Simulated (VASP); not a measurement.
NaH:

```
Na H
1.0
     0.00000    2.39751    2.39751
     2.39751    0.00000    2.39751
     2.39751    2.39751    0.00000
Na H
1 1
Direct
  0.00000 0.00000 0.00000
  0.50000 0.50000 0.50000
```

Base run:

* Program: VASP 6.6.1
* Functional: r2SCAN
* Potentials or basis: VASP PAW PBE potentials, release 64 (Na_pv, H)
* Cutoff: 520 eV
* k mesh: 10 × 10 × 10
* Occupations: gaussian, width 0.01 eV
* Spin: no spin polarisation

Its results: band gap on the k mesh 4.43 eV, indirect (least direct gap 5.26 eV); pressure -0.3 GPa.

Question: After a change of settings the same cell gave: band gap on the k mesh 3.46 eV, indirect (least direct gap 4.37 eV); pressure -1.7 GPa. Which change was it?
A. functional from r2SCAN to LDA; potentials or basis from VASP PAW PBE potentials, release 64 (Na_pv, H) to VASP PAW LDA potentials, release 64 (Na_pv, H)
B. functional from r2SCAN to PBE; k mesh from 10 × 10 × 10 to 6 × 6 × 6
C. functional from r2SCAN to PBE; occupations from gaussian, width 0.01 eV to fermi-dirac, width 0.02 eV

Answer: A.

Caveats: the PAW data sets were made with another functional, which shifts forces and pressure a little (some runs).
